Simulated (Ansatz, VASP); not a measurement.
# AlN in VASP and in Ansatz

```xyz
2
Lattice="0.0000 2.0353 2.0353 2.0353 0.0000 2.0353 2.0353 2.0353 0.0000" Properties=species:S:1:pos:R:3 pbc="T T T"
Al    0.0000    0.0000    0.0000
N     2.0353    2.0353    2.0353
```

Alike in both runs: functional PBE; k mesh 10 × 10 × 10; occupations gaussian, width 0.02 eV; no spin polarisation.

Ansatz relaxed the structure, and its values are those at the end. VASP's run is a single point on that final structure, the one shown.

|  | VASP | Ansatz |
| --- | --- | --- |
| version | VASP 6.6.1 | Ansatz 0.2.0 |
| potentials or method | VASP PAW PBE potentials, release 64 (Al, N), cutoff 600 eV | scalar-relativistic, plane waves, PAW |
| valence electrons in the cell | 8 | 8 |

|  | VASP | Ansatz | Ansatz less VASP |
| --- | --- | --- | --- |
| gap on the k mesh at the Fermi level (eV) | 4.41 | 4.44 | +0.022 |
| pressure (GPa) | -0.4 | 0.0 | +0.43 |
